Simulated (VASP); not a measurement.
# Hf3TaN4 (Pm-3m) in VASP: relaxation of volume and atoms at fixed shape with LDA

Aim: the relaxation of volume and atoms at fixed shape of Hf3TaN4 with LDA.

Program: VASP 6.6.1. These are calculated values, not measurements. Logs are shortened: lines on timing, memory, paths and dates and some standing lists are left out, and cuts for length are marked.

## (1) The cell of the first run

It takes space group Pm-3m (No. 221, cubic). Conventional cell: a = 4.473 Å, b = 4.473 Å, c = 4.473 Å, α = 90.00°, β = 90.00°, γ = 90.00°. Within 3.0 Å of Hf (site symmetry 4/mmm) lie 6 N at 2.24 Å. Ta (site symmetry m-3m) has 6 N at 2.24 Å within 3.0 Å. N (site symmetry 4/mmm) has 4 Hf at 2.24 Å and 2 Ta at 2.24 Å within 3.0 Å. Within 3.0 Å of N (site symmetry m-3m) lie 6 Hf at 2.24 Å.

## (2) Relaxation of volume and atoms at fixed shape, LDA

Contents of INCAR:

```
  PREC = Accurate
  ENCUT = 600
  EDIFF = 1E-7
  ISMEAR = -1
  SIGMA = 0.05
  LREAL = F
  LASPH = T
  NELM = 120
  ALGO = Normal
  ISIF = 8
  LWAVE = F
  LCHARG = F
  GGA = CA
  IBRION = 2
  NSW = 80
  EDIFFG = -0.02
  GGA_COMPAT = F
  NELMIN = 4
```

Contents of KPOINTS:

```
regular mesh
0
Gamma
  6 6 6
```

Contents of POSCAR:

```
Hf3TaN4
1.0
    4.4725000000      0.0000000000      0.0000000000
    0.0000000000      4.4725000000      0.0000000000
    0.0000000000      0.0000000000      4.4725000000
Hf Ta N
3 1 4
Direct
    0.0000000000      0.0000000000      0.0000000000
    0.0000000000      0.5000000000      0.5000000000
    0.5000000000      0.0000000000      0.5000000000
    0.5000000000      0.5000000000      0.0000000000
    0.5000000000      0.5000000000      0.5000000000
    0.0000000000      0.0000000000      0.5000000000
    0.0000000000      0.5000000000      0.0000000000
    0.5000000000      0.0000000000      0.0000000000
```

Potentials or basis: VASP PAW LDA potentials, release 64 (Hf_pv, Ta_pv, N).

Run with:

```sh
cat potpaw_LDA.64/Hf_pv/POTCAR potpaw_LDA.64/Ta_pv/POTCAR potpaw_LDA.64/N/POTCAR > POTCAR
mpirun -np 1 vasp_std > vasp.out
```

OUTCAR:

```text
PREC = Accurate
   ENCUT = 600
   EDIFF = 1E-7
   ISMEAR = -1
   LREAL = F
   LASPH = T
   NELM = 120
   ISIF = 8
   GGA = CA
   IBRION = 2
   NSW = 80
   EDIFFG = -0.02
   NELMIN = 4

 ion  position               nearest neighbor table
   1  0.000  0.000  0.000-   6 2.24   7 2.24   8 2.24   6 2.24   7 2.24   8 2.24   2 3.16   3 3.16
                             2 3.16   2 3.16   4 3.16   3 3.16   2 3.16   3 3.16   4 3.16   4 3.16
   2  0.000  0.500  0.500-   5 2.24   6 2.24   7 2.24   7 2.24   6 2.24   5 2.24   1 3.16   4 3.16
                             1 3.16   1 3.16   3 3.16   3 3.16   1 3.16   3 3.16   4 3.16   4 3.16
   3  0.500  0.000  0.500-   5 2.24   6 2.24   8 2.24   8 2.24   5 2.24   6 2.24   1 3.16   4 3.16
                             1 3.16   2 3.16   4 3.16   2 3.16   4 3.16   1 3.16   2 3.16   4 3.16
   4  0.500  0.500  0.000-   5 2.24   7 2.24   8 2.24   5 2.24   8 2.24   7 2.24   2 3.16   3 3.16
                             1 3.16   1 3.16   3 3.16   2 3.16   3 3.16   1 3.16   2 3.16   3 3.16
   5  0.500  0.500  0.500-   2 2.24   3 2.24   4 2.24   4 2.24   3 2.24   2 2.24
   6  0.000  0.000  0.500-   1 2.24   2 2.24   3 2.24   1 2.24   2 2.24   3 2.24
   7  0.000  0.500  0.000-   1 2.24   2 2.24   4 2.24   2 2.24   1 2.24   4 2.24
   8  0.500  0.000  0.000-   1 2.24   3 2.24   4 2.24   3 2.24   4 2.24   1 2.24

  LATTYP: Found a simple cubic cell.
 ALAT       =     4.4725000000

  Lattice vectors:

 A1 = (   4.4725000000,   0.0000000000,   0.0000000000)
 A2 = (   0.0000000000,   4.4725000000,   0.0000000000)
 A3 = (   0.0000000000,   0.0000000000,   4.4725000000)

Analysis of symmetry for initial positions (statically):
=====================================================================
 Subroutine PRICEL returns:
 Original cell was already a primitive cell.

 Routine SETGRP: Setting up the symmetry group for a
 simple cubic supercell.

 Subroutine GETGRP returns: Found 48 space group operations
 (whereof 16 operations were pure point group operations)
 out of a pool of 48 trial point group operations.

The static configuration has the point symmetry D_4h.
 The point group associated with its full space group is O_h .

Analysis of symmetry for dynamics (positions and initial velocities):
=====================================================================
 Subroutine PRICEL returns:
 Original cell was already a primitive cell.

 Routine SETGRP: Setting up the symmetry group for a
 simple cubic supercell.

 Subroutine GETGRP returns: Found 48 space group operations
 (whereof 16 operations were pure point group operations)
 out of a pool of 48 trial point group operations.

The dynamic configuration has the point symmetry D_4h.
 The point group associated with its full space group is O_h .

 Subroutine INISYM returns: Found 48 space group operations
 (whereof 16 operations are pure point group operations),
 and found     1 'primitive' translations

----------------------------------------------------------------------------------------

                                     Primitive cell

  volume of cell :      89.4646

  direct lattice vectors                    reciprocal lattice vectors
     4.472500000  0.000000000  0.000000000     0.223588597  0.000000000  0.000000000
     0.000000000  4.472500000  0.000000000     0.000000000  0.223588597  0.000000000
     0.000000000  0.000000000  4.472500000     0.000000000  0.000000000  0.223588597

  length of vectors
     4.472500000  4.472500000  4.472500000     0.223588597  0.223588597  0.223588597

  position of ions in fractional coordinates (direct lattice)
     0.000000000  0.000000000  0.000000000
     0.000000000  0.500000000  0.500000000
     0.500000000  0.000000000  0.500000000
     0.500000000  0.500000000  0.000000000
     0.500000000  0.500000000  0.500000000
     0.000000000  0.000000000  0.500000000
     0.000000000  0.500000000  0.000000000
     0.500000000  0.000000000  0.000000000

  ion indices of the primitive-cell ions
   primitive index   ion index
                 1           1
                 2           2
                 3           3
                 4           4
                 5           5
                 6           6
                 7           7
                 8           8

----------------------------------------------------------------------------------------

 KPOINTS: regular mesh

Automatic generation of k-mesh.
 Grid dimensions read from file:
 generate k-points for:    6    6    6

 Generating k-lattice:

  Cartesian coordinates                     Fractional coordinates (reciprocal lattice)
     0.037264766  0.000000000  0.000000000     0.166666667  0.000000000  0.000000000
     0.000000000  0.037264766  0.000000000     0.000000000  0.166666667  0.000000000
     0.000000000  0.000000000  0.037264766     0.000000000  0.000000000  0.166666667

  Length of vectors
     0.037264766  0.037264766  0.037264766

  Shift w.r.t. Gamma in fractional coordinates (k-lattice)
     0.000000000  0.000000000  0.000000000

 Subroutine IBZKPT returns following result:
 ===========================================

 Found     20 irreducible k-points:

 Following reciprocal coordinates:
            Coordinates               Weight
  0.000000  0.000000  0.000000      1.000000
  0.166667  0.000000  0.000000      6.000000
  0.333333  0.000000  0.000000      6.000000
  0.500000  0.000000  0.000000      3.000000
  0.166667  0.166667  0.000000     12.000000
  0.333333  0.166667  0.000000     24.000000
[... 12 lines left out ...]
  0.500000  0.500000  0.333333      6.000000
  0.500000  0.500000  0.500000      1.000000
   k-points           NKPTS =     20   k-points in BZ     NKDIM =     20   number of bands    NBANDS=     36
   number of dos      NEDOS =    301   number of ions     NIONS =      8
   total plane-waves  NPLWV =  46656
   dimension x,y,z NGX =    36 NGY =   36 NGZ =   36
   dimension x,y,z NGXF=    72 NGYF=   72 NGZF=   72
   ions per type =               3   1   4
   NGX,Y,Z   is equivalent  to a cutoff of  13.38, 13.38, 13.38 a.u.
   NGXF,Y,Z  is equivalent  to a cutoff of  26.76, 26.76, 26.76 a.u.
 SYSTEM =  unknown system
   PREC   = accura    normal or accurate (medium, high low for compatibility)
   ISTART =      0    job   : 0-new  1-cont  2-samecut
   ICHARG =      2    charge: 1-file 2-atom 10-const
   ISPIN  =      1    spin polarized calculation?
   LNONCOLLINEAR =      F non collinear calculations
   LSORBIT =      F    spin-orbit coupling
   LASPH  =      T    aspherical Exc in radial PAW
   ENCUT  =  600.0 eV  44.10 Ry    6.64 a.u.   8.93  8.93  8.93*2*pi/ulx,y,z
   NELM   =    120;   NELMIN=  4; NELMDL= -5     # of ELM steps
   EDIFF  = 0.1E-06   stopping-criterion for ELM
   LREAL  =      F    real-space projection
   EDIFFG = -.2E-01   stopping-criterion for IOM
   NSW    =     80    number of steps for IOM
   IBRION =      2    ionic relax: 0-MD 1-quasi-New 2-CG
   NFREE  =      1    steps in history (QN), initial steepest desc. (CG)
   ISIF   =      8    stress and relaxation
   ISYM   =      2    0-nonsym 1-usesym 2-fastsym
   POTIM  = 0.5000    time-step for ionic-motion
   TEBEG  =    0.0;   TEEND  =   0.0 temperature during run
   PSTRESS=    0.0 pullay stress
   NELECT =      61.0000    total number of electrons
   NUPDOWN=      -1.0000    fix difference up-down
   EMIN   =  10.00;   EMAX   =-10.00  energy-range for DOS
   EFERMI =   0.00;   METHOD = LEGACY
   ISMEAR =    -1;   SIGMA  =   0.05  broadening in eV -4-tet -1-fermi 0-gaus
   EFERMI_NEDOS =   21; number of points for ismear=-14 and -15
   IALGO  =     38    algorithm
   IMIX   =      4    mixing-type and parameters
     AMIX     =   0.40;   BMIX     =  1.00
     AMIX_MAG =   1.60;   BMIX_MAG =  1.00
  volume/ion in A,a.u.               =      11.18        75.47
  Fermi-wavevector in a.u.,A,eV,Ry     =   1.440902  2.722910 28.248394  2.076198
  Thomas-Fermi vector in A             =   2.559594
   LORBIT       =      0    0 simple, 1 ext, 2 COOP (PROOUT), +10 PAW based schemes
   GGA     = CA    functional components
   LHFCALC =     F    Hartree Fock is set to
   AEXX    =    0.0000 exact exchange contribution
   IVDW    =     0    specifies the selected vdW correction
   LEPSILON=     F    determine dielectric tensor
   LRPA    =     F    only Hartree local field effects (RPA)
 conjugate gradient relaxation of ions
 non-spin polarized calculation
  energy-cutoff  :      600.00
  volume of cell :       89.46
 maximum number of plane-waves:      3016
 NGX is ok and might be reduce to    36
   NGX = 17   NGY = 17   NGZ = 17

--------------------------------------- Ionic step        1  -------------------------------------------

 number of electron      60.9999999 magnetization

 Free energy of the ion-electron system (eV)
  ---------------------------------------------------
  ext. energy  EPLUGINS =         0.00000000
  ---------------------------------------------------
  free energy    TOTEN  =       -95.80991022 eV

  energy without entropy =      -95.79195820  energy(sigma->0) =      -95.80093421

------------------------ aborting loop because EDIFF is reached ----------------------------------------

  FORCE on cell =-STRESS in cart. coord.  units (eV):
  Direction    XX          YY          ZZ          XY          YZ          ZX
  --------------------------------------------------------------------------------------
  -------------------------------------------------------------------------------------
  Total       -4.6862558     -4.6862558     -4.6862558      0.0000000      0.0000000      0.0000000
  in kB      -83.9238747    -83.9238747    -83.9238747      0.0000000      0.0000000      0.0000000
  external PRESSURE =     -83.9238747 kB  Pullay stress =       0.0000000 kB
[... 69 lines left out ...]
  energy  without entropy=      -95.5461727909  energy(sigma->0) =      -95.55323589

--------------------------------------- Ionic step        3  -------------------------------------------

 number of electron      61.0000013 magnetization

 Free energy of the ion-electron system (eV)
  ---------------------------------------------------
  ext. energy  EPLUGINS =         0.00000000
  ---------------------------------------------------
  free energy    TOTEN  =       -95.87508811 eV

  energy without entropy =      -95.85831610  energy(sigma->0) =      -95.86670210

 E-fermi :   8.8843     XC(G=0): -13.3418

 val. band max:        8.8257024853   @ k =   0.1667   0.1667   0.1667
 cond. band min:       8.9409711188   @ k =   0.3333   0.3333   0.0000
 fundamental gap:      0.1152686336
 Fermi energy:         8.8843329933

 k-point     1 :       0.0000    0.0000    0.0000
  band No.  band energies     occupation
      1     -26.8922      2.00000
      2     -26.8922      2.00000
      3     -26.8922      2.00000
      4     -22.7635      2.00000
      5     -22.7635      2.00000
      6     -22.7635      2.00000
[... 804 lines left out ...]
  FREE ENERGIE OF THE ION-ELECTRON SYSTEM (eV)
  ---------------------------------------------------
  free  energy   TOTEN  =       -95.8750881064 eV

  energy  without entropy=      -95.8583160950  energy(sigma->0) =      -95.86670210

 reached required accuracy - stopping structural energy minimisation
```

Run time: 4 min. Hardware: 1 thread of Oxide Virtual Turin-like, shared host; peak memory 0.2 GiB.

What came out:

```
Free energy                           : -95.8751 eV
Relaxed volume                        : 10.89 Å³/atom
Relaxed cell                          : a = 4.432 Å, b = 4.432 Å, c = 4.432 Å, α = 90.00°, β = 90.00°, γ = 90.00°
Space group after relaxing (to 0.1 Å) : Pm-3m (No. 221)
Energy gained by relaxing             : 8.1 meV/atom
Ionic steps                           : 3
Pressure after relaxing               : -0.2 GPa
Band gap on the k mesh                : zero (an odd number of electrons rules out a gap without spin polarisation)
```

Step by step:
```
step  energy change (eV)  largest force (eV/Å)  pressure (GPa)  volume (Å³)
   1              0.0000                0.0000           -8.39        89.46
   2              0.2496                0.0000           21.50        82.09
   3             -0.0652                0.0000           -0.18        87.08
```

Final structure:
```
CELL_PARAMETERS angstrom
4.43248 0.00000 0.00000
0.00000 4.43248 0.00000
0.00000 0.00000 4.43248
ATOMIC_POSITIONS crystal
Hf 0.00000 0.00000 0.00000
Hf 0.00000 0.50000 0.50000
Hf 0.50000 0.00000 0.50000
Ta 0.50000 0.50000 0.00000
N 0.50000 0.50000 0.50000
N 0.00000 0.00000 0.50000
N 0.00000 0.50000 0.00000
N 0.50000 0.00000 0.00000
```

Levels at points of the mesh, in eV from the Fermi level:
| k point | band 27 | band 28 | band 29 | band 30 | band 31 | band 32 | band 33 | band 34 |
| --- | --- | --- | --- | --- | --- | --- | --- | --- |
| (0.00, 0.00, 0.00) | -3.84 | -3.84 | -3.23 | -3.23 | -3.23 | -0.93 | -0.93 | -0.93 |
| (0.50, 0.00, 0.00) | -4.10 | -4.10 | -3.38 | -2.76 | 0.39 | 0.39 | 1.03 | 1.03 |
| (0.50, 0.50, 0.00) | -5.72 | -5.49 | 0.73 | 0.73 | 1.70 | 1.78 | 1.93 | 1.93 |
| (0.50, 0.50, 0.50) | -6.64 | -6.64 | 2.08 | 2.08 | 2.08 | 3.33 | 3.54 | 3.54 |

Caveat: spin-orbit coupling is left out, which moves the levels of the heavy elements; an odd number of electrons without spin polarisation forces a metal; a magnetic or distorted state may lie lower.

The gap in the log of VASP goes by the Fermi energy; the results here count the filled bands.